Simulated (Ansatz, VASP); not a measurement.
**Two plane-wave programs on W**

```xyz
1
Lattice="-1.5823 1.5823 1.5823 1.5823 -1.5823 1.5823 1.5823 1.5823 -1.5823" Properties=species:S:1:pos:R:3 pbc="T T T"
W     0.0000    0.0000    0.0000
```

Alike in both runs: task relaxation of cell and atoms; functional LDA; k mesh 22 × 22 × 22; occupations fermi-dirac, width 0.08 eV; no spin polarisation.

|  | VASP | Ansatz |
| --- | --- | --- |
| version | VASP 6.6.1 | Ansatz 0.2.0 |
| potentials or method | VASP PAW LDA potentials, release 64 (W_sv) | PAW with Ansatz's default frozen-core files, scalar-relativistic |
| plane-wave cutoff (eV) | 600 | 420 |
| valence electrons in the cell | 14 | 14 |

Ansatz gave:

```
relaxed volume (Å³/atom)                                     : 15.41
relaxed cell length with the largest relative difference (Å) : 2.715
```

Task: Estimate VASP's values.

Result: Relaxed volume (Å³/atom): 15.50; relaxed cell length with the largest relative difference (Å): 2.721.

LDA's correlation is that of Perdew and Zunger in VASP and of Perdew and Wang (1992) in Ansatz.

Spin-orbit coupling is off throughout.
